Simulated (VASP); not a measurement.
# RuW2 (I4/mmm) in VASP: further runs, part 2 of 2

VASP 6.6.1.

## Step 4: Single point, PBE

INCAR

```
SYSTEM = RuW2
  PREC = Accurate
  ENCUT = 500
  EDIFF = 1E-6
  ISMEAR = 0
  SIGMA = 0.1
  LREAL = .FALSE.
  LASPH = .TRUE.
  NELM = 120
  ALGO = Normal
  ISIF = 2
  LWAVE = .FALSE.
  LCHARG = .FALSE.
  GGA = PE
  NBANDS = 28
  GGA_COMPAT = .FALSE.
```

KPOINTS

```
Automatic mesh
0
G
  18 18 18
  0 0 0
```

POSCAR

```
RuW2
1.0
   -1.5844803707      1.5844803707      4.6614213283
    1.5844803707     -1.5844803707      4.6614213283
    1.5844803707      1.5844803707     -4.6614213283
Ru W
1 2
Direct
    0.0000000000      0.0000000000      0.0000000000
    0.6712605525      0.6712605525      0.0000000000
    0.3287394475      0.3287394475      0.0000000000
```

Potentials or basis: VASP PAW PBE potentials, release 64 (Ru_pv, W_sv).

On the command line:

```sh
> cat potpaw_PBE.64/Ru_pv/POTCAR potpaw_PBE.64/W_sv/POTCAR > POTCAR
> mpirun -np 1 vasp_std > vasp.out
```

OUTCAR:

```text
SYSTEM = RuW2
   PREC = Accurate
   ENCUT = 500
   EDIFF = 1E-6
   ISMEAR = 0
   LREAL = .FALSE.
   LASPH = .TRUE.
   NELM = 120
   ISIF = 2
   GGA = PE

 ion  position               nearest neighbor table
   1  0.000  0.000  0.000-   2 2.75   2 2.75   2 2.75   3 2.75   2 2.75   3 2.75   3 2.75   3 2.75
                             2 3.06   3 3.06
   2  0.671  0.671  0.000-   3 2.68   3 2.68   3 2.68   3 2.68   1 2.75   1 2.75   1 2.75   1 2.75
                             1 3.06   3 3.19
   3  0.329  0.329  0.000-   2 2.68   2 2.68   2 2.68   2 2.68   1 2.75   1 2.75   1 2.75   1 2.75
                             1 3.06   2 3.19

  LATTYP: Found a body centered tetragonal cell.
 ALAT       =     3.1689607414
 C/A-ratio  =     2.9419243144

  Lattice vectors:

 A1 = (  -1.5844803707,   1.5844803707,   4.6614213283)
 A2 = (   1.5844803707,  -1.5844803707,   4.6614213283)
 A3 = (   1.5844803707,   1.5844803707,  -4.6614213283)

Analysis of symmetry for initial positions (statically):
=====================================================================
 Subroutine PRICEL returns:
 Original cell was already a primitive cell.

 Routine SETGRP: Setting up the symmetry group for a
 body centered tetragonal supercell.

 Subroutine GETGRP returns: Found 16 space group operations
 (whereof 16 operations were pure point group operations)
 out of a pool of 16 trial point group operations.

The static configuration has the point symmetry D_4h.

Analysis of symmetry for dynamics (positions and initial velocities):
=====================================================================
 Subroutine PRICEL returns:
 Original cell was already a primitive cell.

 Routine SETGRP: Setting up the symmetry group for a
 body centered tetragonal supercell.

 Subroutine GETGRP returns: Found 16 space group operations
 (whereof 16 operations were pure point group operations)
 out of a pool of 16 trial point group operations.

The dynamic configuration has the point symmetry D_4h.

 Subroutine INISYM returns: Found 16 space group operations
 (whereof 16 operations are pure point group operations),
 and found     1 'primitive' translations

----------------------------------------------------------------------------------------

                                     Primitive cell

  volume of cell :      46.8114

  direct lattice vectors                    reciprocal lattice vectors
    -1.584480371  1.584480371  4.661421328     0.000000000  0.315560867  0.107263421
     1.584480371 -1.584480371  4.661421328     0.315560867  0.000000000  0.107263421
     1.584480371  1.584480371 -4.661421328     0.315560867  0.315560867  0.000000000

  length of vectors
     5.172040689  5.172040689  5.172040689     0.333292818  0.333292818  0.446270458

  position of ions in fractional coordinates (direct lattice)
     0.000000000  0.000000000  0.000000000
     0.671260553  0.671260553  0.000000000
     0.328739447  0.328739447  0.000000000

  ion indices of the primitive-cell ions
   primitive index   ion index
                 1           1
                 2           2
                 3           3

----------------------------------------------------------------------------------------

 KPOINTS: Automatic mesh

Automatic generation of k-mesh.
 Grid dimensions read from file:
 generate k-points for:   18   18   18

 Generating k-lattice:

  Cartesian coordinates                     Fractional coordinates (reciprocal lattice)
     0.000000000  0.017531159  0.005959079     0.055555556  0.000000000  0.000000000
     0.017531159  0.000000000  0.005959079     0.000000000  0.055555556  0.000000000
     0.017531159  0.017531159  0.000000000     0.000000000  0.000000000  0.055555556

  Length of vectors
     0.018516268  0.018516268  0.024792803

  Shift w.r.t. Gamma in fractional coordinates (k-lattice)
     0.000000000  0.000000000  0.000000000

 Subroutine IBZKPT returns following result:
 ===========================================

 Found    480 irreducible k-points:

 Following reciprocal coordinates:
            Coordinates               Weight
  0.000000  0.000000  0.000000      1.000000
  0.055556  0.000000 -0.000000      8.000000
  0.111111  0.000000 -0.000000      8.000000
  0.166667  0.000000 -0.000000      8.000000
  0.222222  0.000000 -0.000000      8.000000
  0.277778  0.000000 -0.000000      8.000000
[... 16 lines left out ...]
 -0.277778  0.055556  0.000000     16.000000
 -0.222222  0.055556  0.000000     16.000000
 [... further k-points ...]
   k-points           NKPTS =    480   k-points in BZ     NKDIM =    480   number of bands    NBANDS=     28
   number of dos      NEDOS =    301   number of ions     NIONS =      3
   total plane-waves  NPLWV =  64000
   dimension x,y,z NGX =    40 NGY =   40 NGZ =   40
   dimension x,y,z NGXF=    80 NGYF=   80 NGZF=   80
   ions per type =               1   2
   NGX,Y,Z   is equivalent  to a cutoff of  12.86, 12.86, 12.86 a.u.
   NGXF,Y,Z  is equivalent  to a cutoff of  25.71, 25.71, 25.71 a.u.
 SYSTEM =  RuW2
   PREC   = accura    normal or accurate (medium, high low for compatibility)
   ISTART =      0    job   : 0-new  1-cont  2-samecut
   ICHARG =      2    charge: 1-file 2-atom 10-const
   ISPIN  =      1    spin polarized calculation?
   LNONCOLLINEAR =      F non collinear calculations
   LSORBIT =      F    spin-orbit coupling
   LASPH  =      T    aspherical Exc in radial PAW
   ENCUT  =  500.0 eV  36.75 Ry    6.06 a.u.   9.43  9.43  9.43*2*pi/ulx,y,z
   NELM   =    120;   NELMIN=  2; NELMDL= -5     # of ELM steps
   EDIFF  = 0.1E-05   stopping-criterion for ELM
   LREAL  =      F    real-space projection
   EDIFFG = 0.1E-04   stopping-criterion for IOM
   NSW    =      0    number of steps for IOM
   IBRION =     -1    ionic relax: 0-MD 1-quasi-New 2-CG
   NFREE  =      0    steps in history (QN), initial steepest desc. (CG)
   ISIF   =      2    stress and relaxation
   ISYM   =      2    0-nonsym 1-usesym 2-fastsym
   POTIM  = 0.5000    time-step for ionic-motion
   TEBEG  =    0.0;   TEEND  =   0.0 temperature during run
   PSTRESS=    0.0 pullay stress
   NELECT =      42.0000    total number of electrons
   NUPDOWN=      -1.0000    fix difference up-down
   EMIN   =  10.00;   EMAX   =-10.00  energy-range for DOS
   EFERMI =   0.00;   METHOD = LEGACY
   ISMEAR =     0;   SIGMA  =   0.10  broadening in eV -4-tet -1-fermi 0-gaus
   EFERMI_NEDOS =   21; number of points for ismear=-14 and -15
   IALGO  =     38    algorithm
   IMIX   =      4    mixing-type and parameters
     AMIX     =   0.40;   BMIX     =  1.00
     AMIX_MAG =   1.60;   BMIX_MAG =  1.00
  volume/ion in A,a.u.               =      15.60       105.30
  Fermi-wavevector in a.u.,A,eV,Ry     =   1.578970  2.983821 33.921318  2.493147
  Thomas-Fermi vector in A             =   2.679420
   LORBIT       =      0    0 simple, 1 ext, 2 COOP (PROOUT), +10 PAW based schemes
   GGA     = PE    functional components
   LHFCALC =     F    Hartree Fock is set to
   AEXX    =    0.0000 exact exchange contribution
   IVDW    =     0    specifies the selected vdW correction
   LEPSILON=     F    determine dielectric tensor
   LRPA    =     F    only Hartree local field effects (RPA)
 non-spin polarized calculation
 Gauss-broadening in eV      SIGMA  =   0.10
  energy-cutoff  :      500.00
  volume of cell :       46.81
 maximum number of plane-waves:      1214
 NGX is ok and might be reduce to    40
   NGX = 19   NGY = 19   NGZ = 19

 number of electron      41.9999999 magnetization

 Free energy of the ion-electron system (eV)
  ---------------------------------------------------
  ext. energy  EPLUGINS =         0.00000000
  ---------------------------------------------------
  free energy    TOTEN  =       -34.38392073 eV

  energy without entropy =      -34.36688574  energy(sigma->0) =      -34.37540323

 E-fermi :  11.5867     XC(G=0): -13.5747

 val. band max:       11.5860284859   @ k =  -0.3889  -0.3889   0.3889
 cond. band min:      11.5867467731   @ k =  -0.3333  -0.3889   0.1111
 fundamental gap:      0.0007182872
 Fermi energy:        11.5867270103

 k-point     1 :       0.0000    0.0000    0.0000
  band No.  band energies     occupation
      1     -62.7529      2.00000
      2     -62.5950      2.00000
      3     -31.5946      2.00000
      4     -31.5946      2.00000
      5     -31.5564      2.00000
      6     -27.2183      2.00000
[... 733 lines left out ...]
     27      15.7592      0.00000
     28      16.6541      0.00000

 [... further k-points ...]

------------------------ aborting loop because EDIFF is reached ----------------------------------------

  FORCE on cell =-STRESS in cart. coord.  units (eV):
  Direction    XX          YY          ZZ          XY          YZ          ZX
  --------------------------------------------------------------------------------------
  -------------------------------------------------------------------------------------
  Total        0.1186104      0.1186104      0.1243251      0.0000000      0.0000000     -0.0000000
  in kB        4.0595820      4.0595820      4.2551739      0.0000000      0.0000000     -0.0000000
  external PRESSURE =       4.1247793 kB  Pullay stress =       0.0000000 kB

 VOLUME and BASIS-vectors are now :
 -----------------------------------------------------------------------------
  energy-cutoff  :      500.00
  volume of cell :       46.81
      direct lattice vectors                 reciprocal lattice vectors
    -1.584480371  1.584480371  4.661421328     0.000000000  0.315560867  0.107263421
     1.584480371 -1.584480371  4.661421328     0.315560867  0.000000000  0.107263421
     1.584480371  1.584480371 -4.661421328     0.315560867  0.315560867  0.000000000

 POSITION                                       TOTAL-FORCE (eV/Angst)
 -----------------------------------------------------------------------------------
      0.00000      0.00000      0.00000         0.000000      0.000000      0.000000
      0.00000      0.00000      6.25806         0.000000      0.000000     -0.021021
      0.00000      0.00000      3.06479        -0.000000     -0.000000      0.021021
 -----------------------------------------------------------------------------------
    total drift:                                0.000000      0.000000      0.000000

  FREE ENERGIE OF THE ION-ELECTRON SYSTEM (eV)
  ---------------------------------------------------
  free  energy   TOTEN  =       -34.3839207281 eV

  energy  without entropy=      -34.3668857397  energy(sigma->0) =      -34.37540323
```

It took 14 min on 1 thread of AMD EPYC 9R45 (Zen 5), shared host; peak memory 0.62 GiB.

Results:

```yaml
Free_energy: -34.3839 eV
Pressure: 0.4 GPa
Largest_force: 0.021 eV/Å
Band_gap_on_the_k_mesh: zero (bands 21 and 22 overlap by 1.42 eV)
```

Forces in eV/Å, atoms in the order of the input:
```
Ru   0.000  0.000  0.000
W    0.000  0.000 -0.021
W    0.000  0.000  0.021
```

Levels at points of the mesh, in eV from the Fermi level:
| k point | band 19 | band 20 | band 21 | band 22 | band 23 | band 24 |
| --- | --- | --- | --- | --- | --- | --- |
| (0.00, 0.00, 0.00) | -2.24 | -0.17 | -0.17 | 0.64 | 0.73 | 0.73 |
| (0.50, 0.00, 0.00) | -2.16 | -1.12 | 0.41 | 0.43 | 0.73 | 0.86 |
| (0.50, 0.50, 0.00) | -2.14 | -0.26 | 0.01 | 0.49 | 1.72 | 2.70 |
| (0.50, 0.50, 0.50) | -1.77 | -1.22 | -1.22 | -0.47 | -0.33 | 1.07 |

Caveat: spin-orbit coupling is left out, which moves the levels of the heavy elements.

The gap in the log of VASP goes by the Fermi energy; the results here count the filled bands.